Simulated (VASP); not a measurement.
# TePb (Fm-3m) in VASP: a series of runs

TePb is run at these levels: r2SCAN; tasks: single point.

Everything below comes from runs of VASP 6.6.1. Logs are shortened: lines on timing, memory, paths and dates and some standing lists are left out, and cuts for length are marked.

### 1 The cell of the first run

It takes space group Fm-3m (No. 225, cubic). Conventional cell: a = 6.601 Å, b = 6.601 Å, c = 6.601 Å, α = 90.00°, β = 90.00°, γ = 90.00°. Within 4.3 Å of Pb (site symmetry m-3m) lie 6 Te at 3.30 Å. Within 4.3 Å of Te (site symmetry m-3m) lie 6 Pb at 3.30 Å.

### 2 Single point, r2SCAN (strain +1.0%)

The input, POSCAR:

```
TePb
1.0
    0.0000000000      3.3005152173      3.3005152173
    3.3005152173      0.0000000000      3.3005152173
    3.3005152173      3.3005152173      0.0000000000
Pb Te
1 1
Direct
    0.0000000000      0.0000000000      0.0000000000
    0.5000000000      0.5000000000      0.5000000000
```

The input, INCAR.step1:

```
SYSTEM = TePb
PREC = Accurate
ENCUT = 520
ISMEAR = 0
SIGMA = 0.01
LREAL = .FALSE.
LASPH = .TRUE.
NELM = 100
NBANDS = 17
GGA = PE
ALGO = Normal
EDIFF = 1E-4
LWAVE = .TRUE.
LCHARG = .FALSE.
```

The input, INCAR.step2:

```
SYSTEM = TePb
PREC = Accurate
ENCUT = 520
EDIFF = 1E-7
ISMEAR = 0
SIGMA = 0.01
LREAL = .FALSE.
LASPH = .TRUE.
NELM = 100
ALGO = Normal
ISIF = 2
LWAVE = .FALSE.
LCHARG = .FALSE.
METAGGA = R2SCAN
LMIXTAU = .TRUE.
NBANDS = 17
ISTART = 1
```

The input, KPOINTS:

```
Automatic mesh
0
G
  8 8 8
  0 0 0
```

Potentials or basis: VASP PAW PBE potentials, release 64 (Pb_d, Te).

On the command line:

```
cat potpaw_PBE.64/Pb_d/POTCAR potpaw_PBE.64/Te/POTCAR > POTCAR
cp INCAR.step1 INCAR
mpirun -np 1 vasp_std > vasp.out
cp INCAR.step2 INCAR
mpirun -np 1 vasp_std > vasp.out
```

OUTCAR:

```text
SYSTEM = TePb
   PREC = Accurate
   ENCUT = 520
   EDIFF = 1E-7
   ISMEAR = 0
   LREAL = .FALSE.
   LASPH = .TRUE.
   NELM = 100
   ISIF = 2
   METAGGA = R2SCAN
   ISTART = 1

 ion  position               nearest neighbor table
   1  0.000  0.000  0.000-   2 3.30   2 3.30   2 3.30   2 3.30   2 3.30   2 3.30
   2  0.500  0.500  0.500-   1 3.30   1 3.30   1 3.30   1 3.30   1 3.30   1 3.30

  LATTYP: Found a face centered cubic cell.
 ALAT       =     6.6010304346

  Lattice vectors:

 A1 = (   0.0000000000,   3.3005152173,   3.3005152173)
 A2 = (   3.3005152173,   0.0000000000,   3.3005152173)
 A3 = (   3.3005152173,   3.3005152173,   0.0000000000)

Analysis of symmetry for initial positions (statically):
=====================================================================
 Subroutine PRICEL returns:
 Original cell was already a primitive cell.

 Routine SETGRP: Setting up the symmetry group for a
 face centered cubic supercell.

 Subroutine GETGRP returns: Found 48 space group operations
 (whereof 48 operations were pure point group operations)
 out of a pool of 48 trial point group operations.

The static configuration has the point symmetry O_h .

Analysis of symmetry for dynamics (positions and initial velocities):
=====================================================================
 Subroutine PRICEL returns:
 Original cell was already a primitive cell.

 Routine SETGRP: Setting up the symmetry group for a
 face centered cubic supercell.

 Subroutine GETGRP returns: Found 48 space group operations
 (whereof 48 operations were pure point group operations)
 out of a pool of 48 trial point group operations.

The dynamic configuration has the point symmetry O_h .

 Subroutine INISYM returns: Found 48 space group operations
 (whereof 48 operations are pure point group operations),
 and found     1 'primitive' translations

----------------------------------------------------------------------------------------

                                     Primitive cell

  volume of cell :      71.9077

  direct lattice vectors                    reciprocal lattice vectors
     0.000000000  3.300515217  3.300515217    -0.151491500  0.151491500  0.151491500
     3.300515217  0.000000000  3.300515217     0.151491500 -0.151491500  0.151491500
     3.300515217  3.300515217  0.000000000     0.151491500  0.151491500 -0.151491500

  length of vectors
     4.667633383  4.667633383  4.667633383     0.262390974  0.262390974  0.262390974

  position of ions in fractional coordinates (direct lattice)
     0.000000000  0.000000000  0.000000000
     0.500000000  0.500000000  0.500000000

  ion indices of the primitive-cell ions
   primitive index   ion index
                 1           1
                 2           2

----------------------------------------------------------------------------------------

 KPOINTS: Automatic mesh

Automatic generation of k-mesh.
 Grid dimensions read from file:
 generate k-points for:    8    8    8

 Generating k-lattice:

  Cartesian coordinates                     Fractional coordinates (reciprocal lattice)
    -0.018936437  0.018936437  0.018936437     0.125000000  0.000000000  0.000000000
     0.018936437 -0.018936437  0.018936437     0.000000000  0.125000000  0.000000000
     0.018936437  0.018936437 -0.018936437     0.000000000  0.000000000  0.125000000

  Length of vectors
     0.032798872  0.032798872  0.032798872

  Shift w.r.t. Gamma in fractional coordinates (k-lattice)
     0.000000000  0.000000000  0.000000000

 Subroutine IBZKPT returns following result:
 ===========================================

 Found     29 irreducible k-points:

 Following reciprocal coordinates:
            Coordinates               Weight
  0.000000  0.000000  0.000000      1.000000
  0.125000  0.000000  0.000000      8.000000
  0.250000  0.000000  0.000000      8.000000
  0.375000  0.000000  0.000000      8.000000
  0.500000  0.000000  0.000000      4.000000
  0.125000  0.125000  0.000000      6.000000
[... 16 lines left out ...]
  0.500000  0.250000  0.125000     48.000000
 -0.375000  0.250000  0.125000     24.000000
 [... further k-points ...]
   k-points           NKPTS =     29   k-points in BZ     NKDIM =     29   number of bands    NBANDS=     17
   number of dos      NEDOS =    301   number of ions     NIONS =      2
   total plane-waves  NPLWV =  46656
   dimension x,y,z NGX =    36 NGY =   36 NGZ =   36
   dimension x,y,z NGXF=    72 NGYF=   72 NGZF=   72
   ions per type =               1   1
   NGX,Y,Z   is equivalent  to a cutoff of  12.82, 12.82, 12.82 a.u.
   NGXF,Y,Z  is equivalent  to a cutoff of  25.64, 25.64, 25.64 a.u.
 SYSTEM =  TePb
   PREC   = accura    normal or accurate (medium, high low for compatibility)
   ISTART =      1    job   : 0-new  1-cont  2-samecut
   ICHARG =      0    charge: 1-file 2-atom 10-const
   ISPIN  =      1    spin polarized calculation?
   LNONCOLLINEAR =      F non collinear calculations
   LSORBIT =      F    spin-orbit coupling
   LASPH  =      T    aspherical Exc in radial PAW
   ENCUT  =  520.0 eV  38.22 Ry    6.18 a.u.   8.68  8.68  8.68*2*pi/ulx,y,z
   NELM   =    100;   NELMIN=  2; NELMDL=  0     # of ELM steps
   EDIFF  = 0.1E-06   stopping-criterion for ELM
   LREAL  =      F    real-space projection
   EDIFFG = 0.1E-05   stopping-criterion for IOM
   NSW    =      0    number of steps for IOM
   IBRION =     -1    ionic relax: 0-MD 1-quasi-New 2-CG
   NFREE  =      0    steps in history (QN), initial steepest desc. (CG)
   ISIF   =      2    stress and relaxation
   ISYM   =      2    0-nonsym 1-usesym 2-fastsym
   POTIM  = 0.5000    time-step for ionic-motion
   TEBEG  =    0.0;   TEEND  =   0.0 temperature during run
   PSTRESS=    0.0 pullay stress
   NELECT =      20.0000    total number of electrons
   NUPDOWN=      -1.0000    fix difference up-down
   EMIN   =  10.00;   EMAX   =-10.00  energy-range for DOS
   EFERMI =   0.00;   METHOD = LEGACY
   ISMEAR =     0;   SIGMA  =   0.01  broadening in eV -4-tet -1-fermi 0-gaus
   EFERMI_NEDOS =   21; number of points for ismear=-14 and -15
   IALGO  =     38    algorithm
   IMIX   =      4    mixing-type and parameters
     AMIX     =   0.40;   BMIX     =  1.00
     AMIX_MAG =   1.60;   BMIX_MAG =  1.00
  volume/ion in A,a.u.               =      35.95       242.63
  Fermi-wavevector in a.u.,A,eV,Ry     =   1.068628  2.019414 15.537379  1.141965
  Thomas-Fermi vector in A             =   2.204282
   LORBIT       =      0    0 simple, 1 ext, 2 COOP (PROOUT), +10 PAW based schemes
   METAGGA = R2SCAN    functional components
   LHFCALC =     F    Hartree Fock is set to
   AEXX    =    0.0000 exact exchange contribution
   IVDW    =     0    specifies the selected vdW correction
   LEPSILON=     F    determine dielectric tensor
   LRPA    =     F    only Hartree local field effects (RPA)
 non-spin polarized calculation
 Gauss-broadening in eV      SIGMA  =   0.01
  energy-cutoff  :      520.00
  volume of cell :       71.91
 maximum number of plane-waves:      1964
   NGX = 17   NGY = 17   NGZ = 17

 number of electron      19.9999997 magnetization

 Free energy of the ion-electron system (eV)
  ---------------------------------------------------
  ext. energy  EPLUGINS =         0.00000000
  ---------------------------------------------------
  free energy    TOTEN  =       -82.69834446 eV

  energy without entropy =      -82.69834446  energy(sigma->0) =      -82.69834446

 E-fermi :   4.7296     XC(G=0):  -9.5111

 val. band max:        4.6872986836   @ k =   0.5000   0.0000   0.0000
 cond. band min:       5.8371377541   @ k =   0.5000   0.0000   0.0000
 fundamental gap:      1.1498390706
 Fermi energy:         4.7295950445

 k-point     1 :       0.0000    0.0000    0.0000
  band No.  band energies     occupation
      1     -12.5813      2.00000
      2     -12.5813      2.00000
      3     -12.5746      2.00000
      4     -12.5746      2.00000
      5     -12.5746      2.00000
      6      -7.2815      2.00000
[... 9 lines left out ...]
     16      11.0297      0.00000
     17      12.6089      0.00000

 k-point     2 :       0.1250    0.0000    0.0000
  band No.  band energies     occupation
      1     -12.5828      2.00000
      2     -12.5828      2.00000
      3     -12.5743      2.00000
      4     -12.5729      2.00000
      5     -12.5729      2.00000
      6      -7.1530      2.00000
[... 9 lines left out ...]
     16      11.3167      0.00000
     17      13.5285      0.00000

 k-point     3 :       0.2500    0.0000    0.0000
  band No.  band energies     occupation
      1     -12.5870      2.00000
      2     -12.5870      2.00000
      3     -12.5734      2.00000
      4     -12.5682      2.00000
      5     -12.5682      2.00000
      6      -6.7852      2.00000
[... 9 lines left out ...]
     16      12.1080      0.00000
     17      15.2934      0.00000

 k-point     4 :       0.3750    0.0000    0.0000
  band No.  band energies     occupation
      1     -12.5915      2.00000
      2     -12.5915      2.00000
      3     -12.5727      2.00000
      4     -12.5633      2.00000
      5     -12.5633      2.00000
      6      -6.2641      2.00000
[... 9 lines left out ...]
     16      13.3199      0.00000
     17      15.6820      0.00000

 k-point     5 :       0.5000    0.0000    0.0000
  band No.  band energies     occupation
      1     -12.5933      2.00000
      2     -12.5933      2.00000
      3     -12.5723      2.00000
      4     -12.5612      2.00000
      5     -12.5612      2.00000
      6      -5.9360      2.00000
[... 9 lines left out ...]
     16      14.4211      0.00000
     17      14.4211      0.00000

 k-point     6 :       0.1250    0.1250    0.0000
  band No.  band energies     occupation
      1     -12.5863      2.00000
      2     -12.5800      2.00000
      3     -12.5757      2.00000
      4     -12.5719      2.00000
      5     -12.5719      2.00000
      6      -7.1107      2.00000
[... 9 lines left out ...]
     16      11.7991      0.00000
     17      12.9452      0.00000

 k-point     7 :       0.2500    0.1250    0.0000
  band No.  band energies     occupation
      1     -12.5921      2.00000
      2     -12.5813      2.00000
      3     -12.5755      2.00000
      4     -12.5687      2.00000
      5     -12.5675      2.00000
      6      -6.8245      2.00000
[... 9 lines left out ...]
     16      12.6471      0.00000
     17      14.0107      0.00000

 k-point     8 :       0.3750    0.1250    0.0000
  band No.  band energies     occupation
      1     -12.5969      2.00000
      2     -12.5858      2.00000
      3     -12.5735      2.00000
      4     -12.5655      2.00000
      5     -12.5625      2.00000
      6      -6.3524      2.00000
[... 9 lines left out ...]
     16      13.8267      0.00000
     17      15.3489      0.00000
[... 203 lines left out ...]
      1     -12.6245      2.00000
      2     -12.5797      2.00000
      3     -12.5753      2.00000
      4     -12.5569      2.00000
      5     -12.5561      2.00000
      6      -5.7686      2.00000
[... 9 lines left out ...]
     16      15.4758      0.00000
     17      15.7630      0.00000

 k-point    20 :      -0.3750    0.3750    0.0000
  band No.  band energies     occupation
      1     -12.6178      2.00000
      2     -12.5804      2.00000
      3     -12.5749      2.00000
      4     -12.5600      2.00000
      5     -12.5575      2.00000
      6      -5.6388      2.00000
[... 9 lines left out ...]
     16      14.3418      0.00000
     17      16.0698      0.00000

 k-point    21 :       0.5000    0.5000    0.0000
  band No.  band energies     occupation
      1     -12.6303      2.00000
      2     -12.5819      2.00000
      3     -12.5727      2.00000
      4     -12.5548      2.00000
      5     -12.5548      2.00000
      6      -5.7277      2.00000
[... 9 lines left out ...]
     16      15.9315      0.00000
     17      16.1419      0.00000

 k-point    22 :       0.3750    0.2500    0.1250
  band No.  band energies     occupation
      1     -12.5987      2.00000
      2     -12.5823      2.00000
      3     -12.5753      2.00000
      4     -12.5652      2.00000
      5     -12.5641      2.00000
      6      -6.4867      2.00000
[... 9 lines left out ...]
     16      13.7599      0.00000
     17      14.1632      0.00000

 k-point    23 :       0.5000    0.2500    0.1250
  band No.  band energies     occupation
      1     -12.6030      2.00000
      2     -12.5858      2.00000
      3     -12.5724      2.00000
      4     -12.5640      2.00000
      5     -12.5610      2.00000
      6      -6.0309      2.00000
[... 9 lines left out ...]
     16      14.0561      0.00000
     17      15.1779      0.00000

 k-point    24 :      -0.3750    0.2500    0.1250
  band No.  band energies     occupation
      1     -12.6043      2.00000
      2     -12.5877      2.00000
      3     -12.5695      2.00000
      4     -12.5654      2.00000
      5     -12.5593      2.00000
      6      -5.7672      2.00000
[... 9 lines left out ...]
     16      14.9481      0.00000
     17      15.3817      0.00000

 [... further k-points ...]
[... 5 lines left out ...]
  --------------------------------------------------------------------------------------
  -------------------------------------------------------------------------------------
  Total       -0.5404072     -0.5404072     -0.5404072      0.0000000      0.0000000     -0.0000000
  in kB      -12.0408330    -12.0408330    -12.0408330      0.0000000      0.0000000     -0.0000000
  external PRESSURE =     -12.0408330 kB  Pullay stress =       0.0000000 kB

 VOLUME and BASIS-vectors are now :
 -----------------------------------------------------------------------------
  energy-cutoff  :      520.00
  volume of cell :       71.91
      direct lattice vectors                 reciprocal lattice vectors
     0.000000000  3.300515217  3.300515217    -0.151491500  0.151491500  0.151491500
     3.300515217  0.000000000  3.300515217     0.151491500 -0.151491500  0.151491500
     3.300515217  3.300515217  0.000000000     0.151491500  0.151491500 -0.151491500

 POSITION                                       TOTAL-FORCE (eV/Angst)
 -----------------------------------------------------------------------------------
      0.00000      0.00000      0.00000         0.000000     -0.000000     -0.000000
      3.30052      3.30052      3.30052        -0.000000      0.000000      0.000000
 -----------------------------------------------------------------------------------
    total drift:                               -0.000000      0.000000      0.000000

  FREE ENERGIE OF THE ION-ELECTRON SYSTEM (eV)
  ---------------------------------------------------
  free  energy   TOTEN  =       -82.6983444585 eV

  energy  without entropy=      -82.6983444585  energy(sigma->0) =      -82.69834446
```

Run time: 2.4 min. Hardware: 1 thread of Intel Xeon 8259CL, shared host; peak memory 0.24 GiB.

What came out:

```
Free energy            : -82.6983 eV
Pressure               : -1.2 GPa
Band gap on the k mesh : 1.15 eV
```

Levels at points of the mesh, in eV from the valence-band top:
```
           k point  band 8  band 9  band 10  band 11  band 12  band 13
(0.00, 0.00, 0.00)   -1.23   -1.23    -1.23     4.29     4.29     4.29
(0.50, 0.00, 0.00)   -0.80   -0.80     0.00     1.15     1.59     1.59
(0.50, 0.50, 0.00)   -4.17   -2.58    -2.58     3.87     5.60     5.60
```

Caveat: the cell differs from its parent crystal (strain +1.0%); the PAW data sets were made with another functional, which shifts forces and pressure a little; spin-orbit coupling is left out, which moves the levels of the heavy elements. A k mesh can miss the band edges.

(Part 1 of 2 ends here.)
